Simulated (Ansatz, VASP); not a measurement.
## Sn2TeO: VASP beside Ansatz

```
CELL_PARAMETERS angstrom
4.00947 0.00000 0.00000
-2.00473 3.47230 0.00000
0.00000 0.00000 8.72729
ATOMIC_POSITIONS crystal
Sn 0.00000 0.00000 0.69392
Sn 0.00000 0.00000 0.30608
Te 0.00000 0.00000 0.50000
O 0.00000 0.00000 0.00000
```

Alike in both runs: task relaxation of cell and atoms; functional PBE; k mesh 6 × 6 × 2; occupations gaussian, width 0.1 eV; no spin polarisation.

|  | VASP | Ansatz |
| --- | --- | --- |
| version | VASP 6.6.1 | Ansatz 0.2.0 |
| potentials or method | VASP PAW PBE potentials, release 64 (Sn_d, Te, O), cutoff 600 eV | scalar-relativistic, plane waves, PAW |
| valence electrons in the cell | 40 | 50 |

|  | VASP | Ansatz | Ansatz less VASP |
| --- | --- | --- | --- |
| gap on the k mesh at the Fermi level, each at its own relaxed structure (eV) | none | none | - |
| relaxed volume (Å³/atom) | 25.36 | 25.25 | -0.112 |
| relaxed length of the cell vector where the two differ most in proportion (Å) | 10.771 | 10.729 | -0.0416 |

A gap of «none» marks a metal or a gap that the smearing closes. VASP's potentials hold 40 valence electrons a cell and Ansatz's 50, so a difference there can come from the potentials and not from the codes.

Spin-orbit coupling is off throughout. Noted on VASP's run: the volume moved by over 15 % at a fixed basis, so the end points are rough; too few bands were computed for a metal, which touches its energy and stress.
